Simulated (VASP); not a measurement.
# HfN (P1) in VASP: relaxation of cell and atoms with PBE

Aim: the relaxation of cell and atoms of HfN with PBE.

All numbers are computed with VASP 6.6.1; they aren't measurements. Logs are shortened: lines on timing, memory, paths and dates and some standing lists are left out, and cuts for length are marked.

### Step 1. The cell of the first run

The typed cell holds 8 atoms: a = 3.558 Å, b = 3.492 Å, c = 11.167 Å, α = 90.52°, β = 89.12°, γ = 120.87°.

### Step 2. Relaxation of cell and atoms, PBE

Input file INCAR:

```
SYSTEM = HfN
PREC = Accurate
ENCUT = 600
EDIFF = 1E-6
ISMEAR = 0
SIGMA = 0.2
LREAL = .FALSE.
LASPH = .TRUE.
NELM = 80
ALGO = Normal
ISIF = 3
LWAVE = .FALSE.
LCHARG = .FALSE.
GGA = PE
IBRION = 2
NSW = 80
EDIFFG = -0.025
```

Input file KPOINTS:

```
Automatic mesh
0
G
  6 6 2
  0 0 0
```

Input file POSCAR:

```
HfN
1.0
    3.5574030016     -0.0075737257      0.0268096569
   -1.7852605396      3.0006716151     -0.0155546035
    0.0871933553     -0.0080733635     11.1667496542
Hf N
4 4
Direct
    0.3360352535      0.7029702138      0.4994249575
    0.3152933200      0.6382107161      0.9804481814
    0.6180385706      0.3236356069      0.2597544408
    0.6947104547      0.3328548966      0.7611377238
    0.2938194825      0.6315267273      0.1842842594
    0.3468127146      0.7157428682      0.6949436129
    0.6544656244      0.3185510870      0.4226105611
    0.7408245797      0.3365078842      0.9436661231
```

Potentials or basis: VASP PAW PBE potentials, release 64 (Hf_pv, N).

Run with:

```
$ cat potpaw_PBE.64/Hf_pv/POTCAR potpaw_PBE.64/N/POTCAR > POTCAR
$ mpirun -np 1 vasp_std > vasp.out
```

OUTCAR:

```text
SYSTEM = HfN
   PREC = Accurate
   ENCUT = 600
   EDIFF = 1E-6
   ISMEAR = 0
   LREAL = .FALSE.
   LASPH = .TRUE.
   NELM = 80
   ISIF = 3
   GGA = PE
   IBRION = 2
   NSW = 80
   EDIFFG = -0.025

 ion  position               nearest neighbor table
   1  0.336  0.703  0.499-   7 2.04   6 2.18   7 2.26   7 2.31   3 3.26   3 3.34   3 3.48   4 3.48
                             4 3.50   4 3.70
   2  0.315  0.638  0.980-   8 1.81   8 2.15   8 2.28   5 2.28   4 3.12   4 3.21   4 3.22   3 3.67
                             3 3.73   3 3.76
   3  0.618  0.324  0.260-   7 1.83   5 2.12   5 2.22   5 2.24   1 3.26   1 3.34   1 3.48   2 3.67
                             2 3.73   2 3.76
   4  0.695  0.333  0.761-   6 2.00   8 2.05   6 2.12   6 2.37   2 3.12   2 3.21   2 3.22   1 3.48
                             1 3.50   1 3.70
   5  0.294  0.632  0.184-   3 2.12   3 2.22   3 2.24   2 2.28
   6  0.347  0.716  0.695-   4 2.00   4 2.12   1 2.18   4 2.37
   7  0.654  0.319  0.423-   3 1.83   1 2.04   1 2.26   1 2.31
   8  0.741  0.337  0.944-   2 1.81   4 2.05   2 2.15   2 2.28

  LATTYP: Found a triclinic cell.
 ALAT       =     3.5575120850
 B/A-ratio  =     0.9777613165
 C/A-ratio  =     3.1390175821
 COS(alpha) =     0.0065914876
 COS(beta)  =     0.0153451992
 COS(gamma) =     0.5076477654

  Lattice vectors:

 A1 = (   3.5574030016,  -0.0075737257,   0.0268096569)
 A2 = (   1.7721424620,   2.9930978894,   0.0112550534)
 A3 = (   0.0871933553,  -0.0080733635,  11.1667496542)

Analysis of symmetry for initial positions (statically):
=====================================================================
 Subroutine PRICEL returns:
 Original cell was already a primitive cell.

 Routine SETGRP: Setting up the symmetry group for a
 triclinic supercell.

 Subroutine GETGRP returns: Found  1 space group operations
 (whereof  1 operations were pure point group operations)
 out of a pool of  2 trial point group operations.

The static configuration has the point symmetry C_1 .

Analysis of symmetry for dynamics (positions and initial velocities):
=====================================================================
 Subroutine PRICEL returns:
 Original cell was already a primitive cell.

 Routine SETGRP: Setting up the symmetry group for a
 triclinic supercell.

 Subroutine GETGRP returns: Found  1 space group operations
 (whereof  1 operations were pure point group operations)
 out of a pool of  2 trial point group operations.

The dynamic configuration has the point symmetry C_1 .

 Subroutine INISYM returns: Found  1 space group operations
 (whereof  1 operations are pure point group operations),
 and found     1 'primitive' translations

----------------------------------------------------------------------------------------

                                     Primitive cell

  volume of cell :     119.0425

  direct lattice vectors                    reciprocal lattice vectors
     3.557403002 -0.007573726  0.026809657     0.281476103  0.167454470 -0.002076784
    -1.785260540  3.000671615 -0.015554603     0.000708633  0.333681552  0.000235713
     0.087193355 -0.008073363 11.166749654    -0.000674794  0.000062766  0.089556888

  length of vectors
     3.557512085  3.491622443 11.167092983     0.327527264  0.333682388  0.089559452

  position of ions in fractional coordinates (direct lattice)
     0.336035254  0.702970214  0.499424957
     0.315293320  0.638210716  0.980448181
     0.618038571  0.323635607  0.259754441
     0.694710455  0.332854897  0.761137724
     0.293819482  0.631526727  0.184284259
     0.346812715  0.715742868  0.694943613
     0.654465624  0.318551087  0.422610561
     0.740824580  0.336507884  0.943666123

  ion indices of the primitive-cell ions
   primitive index   ion index
                 1           1
                 2           2
                 3           3
                 4           4
                 5           5
                 6           6
                 7           7
                 8           8

----------------------------------------------------------------------------------------

 KPOINTS: Automatic mesh

Automatic generation of k-mesh.
 Grid dimensions read from file:
 generate k-points for:    6    6    2

 Generating k-lattice:

  Cartesian coordinates                     Fractional coordinates (reciprocal lattice)
     0.046912684  0.027909078 -0.000346131     0.166666667 -0.000000000  0.000000000
     0.000118106  0.055613592  0.000039285     0.000000000  0.166666667 -0.000000000
    -0.000337397  0.000031383  0.044778444     0.000000000  0.000000000  0.500000000

  Length of vectors
     0.054587877  0.055613731  0.044779726

  Shift w.r.t. Gamma in fractional coordinates (k-lattice)
     0.000000000  0.000000000  0.000000000

 Subroutine IBZKPT returns following result:
 ===========================================

 Found     40 irreducible k-points:

 Following reciprocal coordinates:
            Coordinates               Weight
  0.000000  0.000000  0.000000      1.000000
  0.166667 -0.000000  0.000000      2.000000
  0.333333 -0.000000  0.000000      2.000000
  0.500000 -0.000000  0.000000      1.000000
  0.000000  0.166667 -0.000000      2.000000
  0.166667  0.166667  0.000000      2.000000
[... 16 lines left out ...]
  0.333333  0.000000  0.500000      2.000000
  0.500000 -0.000000  0.500000      1.000000
 [... further k-points ...]
   k-points           NKPTS =     40   k-points in BZ     NKDIM =     40   number of bands    NBANDS=     36
   number of dos      NEDOS =    301   number of ions     NIONS =      8
   total plane-waves  NPLWV =  70560
   dimension x,y,z NGX =    28 NGY =   28 NGZ =   90
   dimension x,y,z NGXF=    56 NGYF=   56 NGZF=  180
   ions per type =               4   4
   NGX,Y,Z   is equivalent  to a cutoff of  13.08, 13.33, 13.40 a.u.
   NGXF,Y,Z  is equivalent  to a cutoff of  26.17, 26.66, 26.80 a.u.
 SYSTEM =  HfN
   PREC   = accura    normal or accurate (medium, high low for compatibility)
   ISTART =      0    job   : 0-new  1-cont  2-samecut
   ICHARG =      2    charge: 1-file 2-atom 10-const
   ISPIN  =      1    spin polarized calculation?
   LNONCOLLINEAR =      F non collinear calculations
   LSORBIT =      F    spin-orbit coupling
   LASPH  =      T    aspherical Exc in radial PAW
   ENCUT  =  600.0 eV  44.10 Ry    6.64 a.u.   7.11  6.97 22.30*2*pi/ulx,y,z
   NELM   =     80;   NELMIN=  2; NELMDL= -5     # of ELM steps
   EDIFF  = 0.1E-05   stopping-criterion for ELM
   LREAL  =      F    real-space projection
   EDIFFG = -.3E-01   stopping-criterion for IOM
   NSW    =     80    number of steps for IOM
   IBRION =      2    ionic relax: 0-MD 1-quasi-New 2-CG
   NFREE  =      1    steps in history (QN), initial steepest desc. (CG)
   ISIF   =      3    stress and relaxation
   ISYM   =      2    0-nonsym 1-usesym 2-fastsym
   POTIM  = 0.5000    time-step for ionic-motion
   TEBEG  =    0.0;   TEEND  =   0.0 temperature during run
   PSTRESS=    0.0 pullay stress
   NELECT =      60.0000    total number of electrons
   NUPDOWN=      -1.0000    fix difference up-down
   EMIN   =  10.00;   EMAX   =-10.00  energy-range for DOS
   EFERMI =   0.00;   METHOD = LEGACY
   ISMEAR =     0;   SIGMA  =   0.20  broadening in eV -4-tet -1-fermi 0-gaus
   EFERMI_NEDOS =   21; number of points for ismear=-14 and -15
   IALGO  =     38    algorithm
   IMIX   =      4    mixing-type and parameters
     AMIX     =   0.40;   BMIX     =  1.00
     AMIX_MAG =   1.60;   BMIX_MAG =  1.00
  volume/ion in A,a.u.               =      14.88       100.42
  Fermi-wavevector in a.u.,A,eV,Ry     =   1.302840  2.462011 23.094435  1.697393
  Thomas-Fermi vector in A             =   2.433882
   LORBIT       =      0    0 simple, 1 ext, 2 COOP (PROOUT), +10 PAW based schemes
   GGA     = PE    functional components
   LHFCALC =     F    Hartree Fock is set to
   AEXX    =    0.0000 exact exchange contribution
   IVDW    =     0    specifies the selected vdW correction
   LEPSILON=     F    determine dielectric tensor
   LRPA    =     F    only Hartree local field effects (RPA)
 conjugate gradient relaxation of ions
 non-spin polarized calculation
 Gauss-broadening in eV      SIGMA  =   0.20
  energy-cutoff  :      600.00
  volume of cell :      119.04
 maximum number of plane-waves:      3992
   NGX = 15   NGY = 13   NGZ = 45

--------------------------------------- Ionic step        1  -------------------------------------------

 number of electron      60.0000001 magnetization

 Free energy of the ion-electron system (eV)
  ---------------------------------------------------
  ext. energy  EPLUGINS =         0.00000000
  ---------------------------------------------------
  free energy    TOTEN  =       -81.39622375 eV

  energy without entropy =      -81.31273836  energy(sigma->0) =      -81.35448106

------------------------ aborting loop because EDIFF is reached ----------------------------------------

  FORCE on cell =-STRESS in cart. coord.  units (eV):
  Direction    XX          YY          ZZ          XY          YZ          ZX
  --------------------------------------------------------------------------------------
  -------------------------------------------------------------------------------------
  Total        3.6330219      5.6319210      9.3863889      5.2093742      0.6795224      2.3788823
  in kB       48.8963577     75.7992730    126.3301565     70.1122725      9.1456017     32.0170590
  external PRESSURE =      83.6752624 kB  Pullay stress =       0.0000000 kB
[... 107 lines left out ...]
  FREE ENERGIE OF THE ION-ELECTRON SYSTEM (eV)
  ---------------------------------------------------
  free  energy   TOTEN  =       -82.9328738710 eV

  energy  without entropy=      -82.8235215186  energy(sigma->0) =      -82.87819769

[... ionic steps 4 to 23 ...]

--------------------------------------- Ionic step       24  -------------------------------------------

 number of electron      59.9999997 magnetization

------------------------ aborting loop because EDIFF is reached ----------------------------------------
[... 79 lines left out ...]
--------------------------------------- Ionic step       26  -------------------------------------------

 number of electron      59.9999997 magnetization

 Free energy of the ion-electron system (eV)
  ---------------------------------------------------
  ext. energy  EPLUGINS =         0.00000000
  ---------------------------------------------------
  free energy    TOTEN  =       -83.49637458 eV

  energy without entropy =      -83.37668185  energy(sigma->0) =      -83.43652821

 E-fermi :   6.1159     XC(G=0): -11.2228

 val. band max:        6.0779656751   @ k =   0.3333   0.3333  -0.0000
 cond. band min:       6.1251990075   @ k =   0.3333   0.3333   0.5000
 fundamental gap:      0.0472333324
 Fermi energy:         6.1159467325

 k-point     1 :       0.0000    0.0000    0.0000
  band No.  band energies     occupation
      1     -25.7113      2.00000
      2     -25.4759      2.00000
      3     -25.4754      2.00000
      4     -25.2695      2.00000
      5     -25.2683      2.00000
      6     -25.2366      2.00000
[... 925 lines left out ...]
     35       8.3434      0.00000
     36       8.3498      0.00000

 [... further k-points ...]
[... 5 lines left out ...]
  --------------------------------------------------------------------------------------
  -------------------------------------------------------------------------------------
  Total        0.1162442      0.1512828      0.1233433      0.0330775      0.0197598     -0.0863393
  in kB        1.5757294      2.0506889      1.6719600      0.4483766      0.2678508     -1.1703579
  external PRESSURE =       1.7661261 kB  Pullay stress =       0.0000000 kB
[... 23 lines left out ...]
  FREE ENERGIE OF THE ION-ELECTRON SYSTEM (eV)
  ---------------------------------------------------
  free  energy   TOTEN  =       -83.4963745767 eV

  energy  without entropy=      -83.3766818464  energy(sigma->0) =      -83.43652821

 reached required accuracy - stopping structural energy minimisation
```

Run time: 63 min. Hardware: 1 thread of Intel Xeon 8259CL, shared host; peak memory 0.39 GiB.

What came out:

* Free energy: -83.4964 eV
* Relaxed volume: 14.77 Å³/atom
* Relaxed cell: a = 3.483 Å, b = 3.485 Å, c = 11.256 Å, α = 90.12°, β = 89.84°, γ = 120.09°
* Space group after relaxing (to 0.1 Å): P6_3mc (No. 186)
* Energy gained by relaxing: 262.5 meV/atom
* Ionic steps: 26
* Pressure after relaxing: 0.2 GPa
* Largest force after relaxing: 0.023 eV/Å
* Band gap on the k mesh: zero (bands 30 and 31 overlap by 1.07 eV)

Forces on the atoms (eV/Å):
```
Hf   0.012 -0.010 -0.003
Hf  -0.001  0.008 -0.003
Hf   0.013 -0.006  0.002
Hf  -0.020  0.002  0.006
N   -0.018  0.013 -0.002
N   -0.009 -0.010  0.002
N    0.011  0.007  0.000
N    0.011 -0.005 -0.003
```

Step by step:
```
step  energy change (eV)  largest force (eV/Å)  pressure (GPa)  volume (Å³)
   1              0.0000                6.9279            8.37       119.04
   2             -0.4393                2.5113          -12.40       132.75
   3             -1.5367                1.5417           -7.48       124.78
   4             -1.5415                1.5449           -7.15       124.55
   5             -1.5435                1.5611           -6.69       124.25
   6             -1.8864                0.9335            5.16       115.37
   7             -1.8984                1.0178            3.04       116.63
   8             -2.0025                0.4933            0.16       118.21
   9             -2.0025                0.4907            0.16       118.20
  10             -2.0384                0.3741           -0.63       118.67
  11             -2.0457                0.4392           -1.11       118.99
  12             -2.0656                0.2688            1.11       117.61
  13             -2.0659                0.2501            1.39       117.44
  14             -2.0820                0.1848            0.42       118.04
  15             -2.0844                0.1965           -0.11       118.39
  16             -2.0892                0.1163           -0.19       118.44
  17             -2.0897                0.1359           -0.23       118.46
  18             -2.0924                0.0941            0.23       118.16
  19             -2.0933                0.0967            0.67       117.89
  20             -2.0951                0.1009            0.41       118.05
  21             -2.0969                0.1187           -0.22       118.45
  22             -2.0981                0.0921           -0.17       118.42
  23             -2.0993                0.0543           -0.07       118.36
  24             -2.0994                0.0519           -0.05       118.34
  25             -2.0999                0.0281            0.06       118.27
  26             -2.1002                0.0226            0.18       118.20
```

Final structure:
```cif
data_structure
_symmetry_space_group_name_H-M 'P 1'
_symmetry_Int_Tables_number 1
_cell_length_a 3.4831
_cell_length_b 3.4846
_cell_length_c 11.2557
_cell_angle_alpha 90.118
_cell_angle_beta 89.838
_cell_angle_gamma 120.094
_cell_volume 118.20
loop_
_atom_site_label
_atom_site_type_symbol
_atom_site_fract_x
_atom_site_fract_y
_atom_site_fract_z
_atom_site_occupancy
Hf1 Hf 0.33259 0.66726 0.49974 1
Hf2 Hf 0.33335 0.66597 0.99977 1
Hf3 Hf 0.66516 0.33273 0.24972 1
Hf4 Hf 0.66838 0.33432 0.74970 1
N1 N 0.33312 0.66524 0.18688 1
N2 N 0.33605 0.66777 0.68681 1
N3 N 0.66498 0.33359 0.43681 1
N4 N 0.66638 0.33313 0.93683 1
```

Caveat: spin-orbit coupling is left out, which moves the levels of the heavy elements.

The gap in the log of VASP goes by the Fermi energy; the results here count the filled bands.